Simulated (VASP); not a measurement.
Here is a VASP 6.6.1 calculation.

Contents of INCAR:

```
SYSTEM = Si2W3
ALGO     = Fast           ! electronic algorithm
EDIFF    = 1E-6           ! SCF threshold, eV
ENCUT    = 520            ! plane-wave cutoff, eV
GGA      = PS             ! functional
ISIF     = 2              ! what is computed and relaxed
ISMEAR   = 0              ! smearing method
LASPH    = .TRUE.         ! aspherical terms in the spheres
LCHARG   = .FALSE.        ! write CHGCAR
LREAL    = .FALSE.        ! projectors in reciprocal space
LWAVE    = .FALSE.        ! write WAVECAR
NBANDS   = 61             ! bands
NELM     = 80             ! most SCF steps
PREC     = Accurate       ! precision mode
SIGMA    = 0.15           ! smearing width, eV
```

KPOINTS

```
k-points
0
G
  6 6 12
  0 0 0
```

File POSCAR:

```
Si2W3
1.0
    6.5824376030      0.0000000000      0.0000000000
    0.0000000000      6.5824376030      0.0000000000
    0.0000000000      0.0000000000      3.2749106436
Si W
4 6
Direct
    0.1358716288      0.6358716288      0.0000000000
    0.8677150068      0.3677150068      0.0000000000
    0.6287071489      0.8605505269      0.0000000000
    0.3605505269      0.1287071489      0.0000000000
    0.5001617941      0.5006808272      0.0000000000
    0.0006808272      0.0001617941      0.0000000000
    0.6600811223      0.1600811223      0.5000000000
    0.3403658187      0.8403658187      0.5000000000
    0.1597594533      0.3400441497      0.5000000000
    0.8400441497      0.6597594533      0.5000000000
```

Potentials or basis: VASP PAW PBE potentials, release 64 (Si, W_sv).

Run with:

```sh
$ cat potpaw_PBE.64/Si/POTCAR potpaw_PBE.64/W_sv/POTCAR > POTCAR
$ mpirun -np 1 vasp_std > vasp.out
```

(1) Estimate the largest force.

(2) Estimate the band gap on the k mesh.

(3) Predict the pressure.

Answers

(1) 0.889 eV/Å.

(2) zero (bands 50 and 51 overlap by 1.70 eV).

(3) 0.6 GPa.

Caveat: the cell differs from its parent crystal (atoms displaced along a vibrational mode); the PAW data sets were made with another functional, which shifts forces and pressure a little; spin-orbit coupling is left out, which moves the levels of the heavy elements.
